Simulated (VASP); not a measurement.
# Y in VASP: notebook

Runs on Y. Level: PBE. Tasks: single point, relaxation of cell and atoms.

Everything below comes from runs of VASP 6.6.1. Logs are shortened: lines on timing, memory, paths and dates and some standing lists are left out, and cuts for length are marked.

### Step 1. The cell of the first run

It takes space group Cmmm (No. 65, orthorhombic). Conventional cell: a = 4.640 Å, b = 4.648 Å, c = 3.190 Å, α = 90.00°, β = 90.00°, γ = 90.00°. Y (site symmetry mmm) has 6 Y at 3.19 to 3.28 Å within 4.2 Å.

The cell was built from a structure type or drawn by symmetry, and may not be a known phase.

### Step 2. Single point, PBE

The input, INCAR:

```
SYSTEM = Y
PREC     = Accurate       ! precision mode
ENCUT    = 500            ! plane-wave cutoff, eV
EDIFF    = 1E-6           ! SCF threshold, eV
ISMEAR   = 0              ! smearing method
SIGMA    = 0.1            ! smearing width, eV
LREAL    = .FALSE.        ! projectors in reciprocal space
LASPH    = .TRUE.         ! aspherical terms in the spheres
NELM     = 120            ! most SCF steps
ALGO     = Normal         ! electronic algorithm
ISIF     = 2              ! what is computed and relaxed
LWAVE    = .FALSE.        ! write WAVECAR
LCHARG   = .TRUE.         ! write CHGCAR
GGA      = PE             ! functional
LELF     = .TRUE.         ! ELF
LVHAR    = .TRUE.       
NBANDS   = 12             ! bands
GGA_COMPAT= .FALSE.
```

The input, KPOINTS:

```
Automatic mesh
0
G
  6 6 6
  0 0 0
```

The input, POSCAR:

```
Y
1.0
    2.3199274347     -2.3237567476      0.0000000000
    2.3199274347      2.3237567476      0.0000000000
    0.0000000000      0.0000000000      3.1902197689
Y
1
Direct
    0.0000000000      0.0000000000      0.0000000000
```

Potentials or basis: VASP PAW PBE potentials, release 64 (Y_sv).

Command:

```sh
> cat potpaw_PBE.64/Y_sv/POTCAR > POTCAR
> mpirun -np 1 vasp_std > vasp.out
```

OUTCAR:

```text
SYSTEM = Y
   PREC = Accurate
   ENCUT = 500
   EDIFF = 1E-6
   ISMEAR = 0
   LREAL = .FALSE.
   LASPH = .TRUE.
   NELM = 120
   ISIF = 2
   GGA = PE

 ion  position               nearest neighbor table
   1  0.000  0.000  0.000-

  LATTYP: Found a base centered orthorhombic cell.
 ALAT       =     4.6398548694
 B/A-ratio  =     1.0016506175
 C/A-ratio  =     0.6875688699

  Lattice vectors:

 A1 = (   2.3199274347,  -2.3237567476,   0.0000000000)
 A2 = (   2.3199274347,   2.3237567476,   0.0000000000)
 A3 = (   0.0000000000,   0.0000000000,   3.1902197689)

Analysis of symmetry for initial positions (statically):
=====================================================================
 Subroutine PRICEL returns:
 Original cell was already a primitive cell.

 Routine SETGRP: Setting up the symmetry group for a
 base centered orthorhombic supercell.

 Subroutine GETGRP returns: Found  8 space group operations
 (whereof  8 operations were pure point group operations)
 out of a pool of  8 trial point group operations.

The static configuration has the point symmetry D_2h.

Analysis of symmetry for dynamics (positions and initial velocities):
=====================================================================
 Subroutine PRICEL returns:
 Original cell was already a primitive cell.

 Routine SETGRP: Setting up the symmetry group for a
 base centered orthorhombic supercell.

 Subroutine GETGRP returns: Found  8 space group operations
 (whereof  8 operations were pure point group operations)
 out of a pool of  8 trial point group operations.

The dynamic configuration has the point symmetry D_2h.

 Subroutine INISYM returns: Found  8 space group operations
 (whereof  8 operations are pure point group operations),
 and found     1 'primitive' translations

----------------------------------------------------------------------------------------

                                     Primitive cell

  volume of cell :      34.3966

  direct lattice vectors                    reciprocal lattice vectors
     2.319927435 -2.323756748  0.000000000     0.215523983 -0.215168821  0.000000000
     2.319927435  2.323756748  0.000000000     0.215523983  0.215168821  0.000000000
     0.000000000  0.000000000  3.190219769     0.000000000  0.000000000  0.313458029

  length of vectors
     3.283581691  3.283581691  3.190219769     0.304545906  0.304545906  0.313458029

  position of ions in fractional coordinates (direct lattice)
[... 83 lines left out ...]
   ISIF   =      2    stress and relaxation
   ISYM   =      2    0-nonsym 1-usesym 2-fastsym
   POTIM  = 0.5000    time-step for ionic-motion
   TEBEG  =    0.0;   TEEND  =   0.0 temperature during run
   PSTRESS=    0.0 pullay stress
   NELECT =      11.0000    total number of electrons
   NUPDOWN=      -1.0000    fix difference up-down
   EMIN   =  10.00;   EMAX   =-10.00  energy-range for DOS
   EFERMI =   0.00;   METHOD = LEGACY
   ISMEAR =     0;   SIGMA  =   0.10  broadening in eV -4-tet -1-fermi 0-gaus
   EFERMI_NEDOS =   21; number of points for ismear=-14 and -15
   IALGO  =     38    algorithm
   IMIX   =      4    mixing-type and parameters
     AMIX     =   0.40;   BMIX     =  1.00
     AMIX_MAG =   1.60;   BMIX_MAG =  1.00
  volume/ion in A,a.u.               =      34.40       232.12
  Fermi-wavevector in a.u.,A,eV,Ry     =   1.119525  2.115596 17.052678  1.253336
  Thomas-Fermi vector in A             =   2.256165
   LORBIT       =      0    0 simple, 1 ext, 2 COOP (PROOUT), +10 PAW based schemes
   GGA     = PE    functional components
   LHFCALC =     F    Hartree Fock is set to
   AEXX    =    0.0000 exact exchange contribution
   IVDW    =     0    specifies the selected vdW correction
   LEPSILON=     F    determine dielectric tensor
   LRPA    =     F    only Hartree local field effects (RPA)
 non-spin polarized calculation
 Gauss-broadening in eV      SIGMA  =   0.10
  energy-cutoff  :      500.00
  volume of cell :       34.40
 maximum number of plane-waves:       896
   NGX = 11   NGY = 11   NGZ = 11

 number of electron      10.9999999 magnetization

 Free energy of the ion-electron system (eV)
  ---------------------------------------------------
  ext. energy  EPLUGINS =         0.00000000
  ---------------------------------------------------
  free energy    TOTEN  =        -5.66102132 eV

  energy without entropy =       -5.65154864  energy(sigma->0) =       -5.65628498

 E-fermi :   2.7833     XC(G=0):  -9.1970

 val. band max:        2.7673627639   @ k =   0.5000   0.5000   0.0000
 cond. band min:       2.8061125974   @ k =   0.5000   0.0000   0.0000
 fundamental gap:      0.0387498335
 Fermi energy:         2.7833152266

 k-point     1 :       0.0000    0.0000    0.0000
  band No.  band energies     occupation
      1     -40.2256      2.00000
      2     -19.8939      2.00000
      3     -19.8932      2.00000
      4     -19.7858      2.00000
      5      -1.7161      2.00000
      6       2.1418      2.00000
      7       2.1482      2.00000
      8       7.8672      0.00000
      9       8.0947      0.00000
     10       8.0968      0.00000
     11      12.7162      0.00000
     12      12.7311      0.00000
[... 331 lines left out ...]
 k-point    24 :       0.5000    0.3333    0.1667
  band No.  band energies     occupation
      1     -40.0971      2.00000
      2     -20.4639      2.00000
      3     -20.2908      2.00000
      4     -19.8924      2.00000
      5       1.5490      2.00000
      6       3.2021      0.00000
      7       4.0665      0.00000
      8       4.5992      0.00000
      9       6.4668      0.00000
     10       8.0288      0.00000
     11      10.2334      0.00000
     12      12.6665      0.00000

 [... further k-points ...]

------------------------ aborting loop because EDIFF is reached ----------------------------------------

  FORCE on cell =-STRESS in cart. coord.  units (eV):
  Direction    XX          YY          ZZ          XY          YZ          ZX
  --------------------------------------------------------------------------------------
  -------------------------------------------------------------------------------------
  Total        0.0117253      0.0249792      0.0552694      0.0000000      0.0000000      0.0000000
  in kB        0.5461596      1.1635180      2.5744224      0.0000000      0.0000000      0.0000000
  external PRESSURE =       1.4280334 kB  Pullay stress =       0.0000000 kB

 VOLUME and BASIS-vectors are now :
 -----------------------------------------------------------------------------
  energy-cutoff  :      500.00
  volume of cell :       34.40
      direct lattice vectors                 reciprocal lattice vectors
     2.319927435 -2.323756748  0.000000000     0.215523983 -0.215168821  0.000000000
     2.319927435  2.323756748  0.000000000     0.215523983  0.215168821  0.000000000
     0.000000000  0.000000000  3.190219769     0.000000000  0.000000000  0.313458029

 POSITION                                       TOTAL-FORCE (eV/Angst)
 -----------------------------------------------------------------------------------
      0.00000      0.00000      0.00000        -0.000000      0.000000      0.000000
 -----------------------------------------------------------------------------------
    total drift:                                0.000000      0.000000      0.000000

  FREE ENERGIE OF THE ION-ELECTRON SYSTEM (eV)
  ---------------------------------------------------
  free  energy   TOTEN  =        -5.6610213211 eV

  energy  without entropy=       -5.6515486352  energy(sigma->0) =       -5.65628498
```

stdout:

```text
POSCAR found type information on POSCAR Y
 POSCAR found :  1 types and       1 ions
 scaLAPACK will be used
 LDA part: xc-table for (Slater+PW92), standard interpolation
 POSCAR, INCAR and KPOINTS ok, starting setup
 FFT: planning ... GRIDC
 FFT: planning ... GRID_SOFT
 FFT: planning ... GRID
 WAVECAR not read
 entering main loop
```

It took 22 s on 1 thread of Intel Xeon 8259CL, shared host; peak memory 0.16 GiB.

What came out:

| Property | Result |
| --- | --- |
| Free energy | -5.6610 eV |
| Pressure | 0.1 GPa |
| Band gap on the k mesh | zero (an odd number of electrons rules out a gap without spin polarisation) |

### Step 3. Single point, PBE

This run uses another cell than the first one, of 34.79 Å³/atom.

The input, INCAR:

```
SYSTEM = Y
PREC = Accurate
ENCUT = 500
EDIFF = 1E-6
ISMEAR = 0
SIGMA = 0.1
LREAL = .FALSE.
LASPH = .TRUE.
NELM = 120
ALGO = Normal
ISIF = 2
LWAVE = .FALSE.
LCHARG = .TRUE.
GGA = PE
LELF = .TRUE.
LVHAR = .TRUE.
NBANDS = 12
GGA_COMPAT = .FALSE.
```

The input, KPOINTS:

```
regular mesh
0
G
  16 16 18
  0 0 0
```

The input, POSCAR:

```
Y
1.0
    3.2724521598      0.0000000000      0.0000000000
    0.0000000000      3.2724521598      0.0000000000
    0.0000000000      0.0000000000      3.2488202669
Y
1
Direct
    0.0000000000      0.0000000000      0.0000000000
```

Potentials or basis: VASP PAW PBE potentials, release 64 (Y_sv).

Command:

```sh
> cat potpaw_PBE.64/Y_sv/POTCAR > POTCAR
> mpirun -np 1 vasp_std > vasp.out
```

It took 2.1 min on 1 thread of Intel Xeon 8259CL, shared host; peak memory 0.31 GiB.

It converged, with:

* Free energy: -5.6411 eV
* Pressure: -0.1 GPa
* Band gap on the k mesh: zero (an odd number of electrons rules out a gap without spin polarisation)

Levels at points of the mesh, in eV from the Fermi level:
```tsv
k point	band 1	band 2	band 3	band 4	band 5	band 6	band 7	band 8	band 9	band 10
(0.00, 0.00, 0.00)	-43.02	-22.67	-22.67	-22.65	-4.48	-0.62	-0.62	5.14	5.20	5.20
(0.50, 0.00, 0.00)	-42.95	-23.36	-22.61	-22.59	-1.79	-0.03	0.07	2.71	2.80	5.45
(0.50, 0.50, 0.00)	-42.89	-23.26	-23.26	-22.53	-1.82	0.09	3.33	3.33	3.48	3.48
(0.00, 0.00, 0.50)	-42.95	-23.37	-22.61	-22.61	-1.75	0.02	0.11	2.69	2.69	5.41
(0.50, 0.00, 0.50)	-42.89	-23.28	-23.26	-22.55	-1.83	0.15	3.22	3.27	3.53	3.54
(0.50, 0.50, 0.50)	-42.83	-23.19	-23.17	-23.17	-0.59	-0.59	-0.53	5.57	6.81	6.89
```

### Step 4. Relaxation of cell and atoms, PBE

The input, INCAR:

```
  ALGO = Normal
  EDIFF = 1E-7
  EDIFFG = -0.01
  ENCUT = 500
  GGA = PE
  GGA_COMPAT = False
  IBRION = 2
  ISIF = 3
  ISMEAR = 0
  LASPH = True
  LCHARG = False
  LREAL = False
  LWAVE = False
  NELM = 120
  NELMIN = 4
  NSW = 100
  PREC = Accurate
  SIGMA = 0.1
```

The input, KPOINTS:

```
k-points
0
Gamma
  16 16 18
```

The input, POSCAR:

```
Y
1.0
    3.2835816914      0.0000000000      0.0000000000
    0.0000000000      3.2835816914      0.0000000000
    0.0000000000      0.0000000000      3.1902197689
Y
1
Direct
    0.0000000000      0.0000000000      0.0000000000
```

Potentials or basis: VASP PAW PBE potentials, release 64 (Y_sv).

Command:

```sh
> cat potpaw_PBE.64/Y_sv/POTCAR > POTCAR
> mpirun -np 1 vasp_std > vasp.out
```

OUTCAR:

```text
EDIFF = 1E-7
   EDIFFG = -0.01
   ENCUT = 500
   GGA = PE
   IBRION = 2
   ISIF = 3
   ISMEAR = 0
   LASPH = True
   LREAL = False
   NELM = 120
   NELMIN = 4
   NSW = 100
   PREC = Accurate

 ion  position               nearest neighbor table
   1  0.000  0.000  0.000-

  LATTYP: Found a simple tetragonal cell.
 ALAT       =     3.2835816914
 C/A-ratio  =     0.9715670474

  Lattice vectors:

 A1 = (   3.2835816914,   0.0000000000,   0.0000000000)
 A2 = (   0.0000000000,   3.2835816914,   0.0000000000)
 A3 = (   0.0000000000,   0.0000000000,   3.1902197689)

Analysis of symmetry for initial positions (statically):
=====================================================================
 Subroutine PRICEL returns:
 Original cell was already a primitive cell.

 Routine SETGRP: Setting up the symmetry group for a
 simple tetragonal supercell.
[... 360 lines left out ...]
  band No.  band energies     occupation
      1     -40.2774      2.00000
      2     -19.9283      2.00000
      3     -19.9283      2.00000
      4     -19.9031      2.00000
      5      -1.7466      2.00000
      6       2.1189      2.00000
      7       2.1195      2.00000
      8       7.8928      0.00000
      9       7.9461      0.00000
[... 265 lines left out ...]
 k-point    24 :       0.5000    0.1250    0.0000
  band No.  band energies     occupation
      1     -40.2024      2.00000
      2     -20.6049      2.00000
      3     -19.9672      2.00000
      4     -19.8332      2.00000
      5       1.2875      2.00000
      6       2.3917      2.00000
      7       3.0788      0.00000
      8       5.5393      0.00000
      9       5.6101      0.00000

 [... further k-points ...]

------------------------ aborting loop because EDIFF is reached ----------------------------------------

  FORCE on cell =-STRESS in cart. coord.  units (eV):
  Direction    XX          YY          ZZ          XY          YZ          ZX
  --------------------------------------------------------------------------------------
  -------------------------------------------------------------------------------------
  Total        0.0039473      0.0039473      0.0080337      0.0000000     -0.0000000      0.0000000
  in kB        0.1822209      0.1822209      0.3708588      0.0000000     -0.0000000      0.0000000
  external PRESSURE =       0.2451002 kB  Pullay stress =       0.0000000 kB
[... 16 lines left out ...]
  FREE ENERGIE OF THE ION-ELECTRON SYSTEM (eV)
  ---------------------------------------------------
  free  energy   TOTEN  =        -5.6410810911 eV

  energy  without entropy=       -5.6269422957  energy(sigma->0) =       -5.63401169

 reached required accuracy - stopping structural energy minimisation
```

It took 7.4 min on 1 thread of Intel Xeon 8259CL, shared host; peak memory 0.3 GiB.

Results:

- Free energy: -5.6411 eV
- Relaxed volume: 34.71 Å³/atom
- Relaxed cell: a = 3.269 Å, b = 3.269 Å, c = 3.247 Å, α = 90.00°, β = 90.00°, γ = 90.00°
- Space group after relaxing (to 0.1 Å): Pm-3m (No. 221)
- Energy gained by relaxing: 1.4 meV/atom
- Ionic steps: 6
- Pressure after relaxing: 0.0 GPa
- Band gap on the k mesh: zero (an odd number of electrons rules out a gap without spin polarisation)

Step by step:
| step | energy change (eV) | largest force (eV/Å) | pressure (GPa) | volume (Å³) |
| --- | --- | --- | --- | --- |
| 1 | 0.0000 | 0.0000 | 0.28 | 34.40 |
| 2 | -0.0010 | 0.0000 | 0.04 | 34.70 |
| 3 | -0.0011 | 0.0000 | -0.22 | 35.04 |
| 4 | -0.0012 | 0.0000 | -0.15 | 34.94 |
| 5 | -0.0014 | 0.0000 | -0.05 | 34.81 |
| 6 | -0.0014 | 0.0000 | 0.02 | 34.71 |

Final structure:
```yaml
crystal:
  lattice:
    - [3.26930, 0.00000, 0.00000]
    - [0.00000, 3.26930, 0.00000]
    - [0.00000, 0.00000, 3.24717]
  atoms:
    - { symbol: Y, position: [0.00000, 0.00000, 0.00000] }
```

### Step 5. Overview

```csv
task,cell,k mesh,gap on the mesh (eV),pressure (GPa)
single point,"a = 3.284, b = 3.284, c = 3.190 Å, angles 90.0, 90.0, 90.1°, 1 atom",6 × 6 × 6,none,0.1
single point,"a = 3.272, b = 3.272, c = 3.249 Å, 1 atom",16 × 16 × 18,none,-0.1
relaxation of cell and atoms,"relaxed from a = 3.284, b = 3.284, c = 3.190 Å, 1 atom",16 × 16 × 18,none,0.0
```

Alike in all rows: level PBE; potentials or basis VASP PAW PBE potentials, release 64 (Y_sv); no spin polarisation; cutoff (eV) 500; smearing gaussian 0.1 eV.

Absolute energies hang on the potentials; compare differences alone.
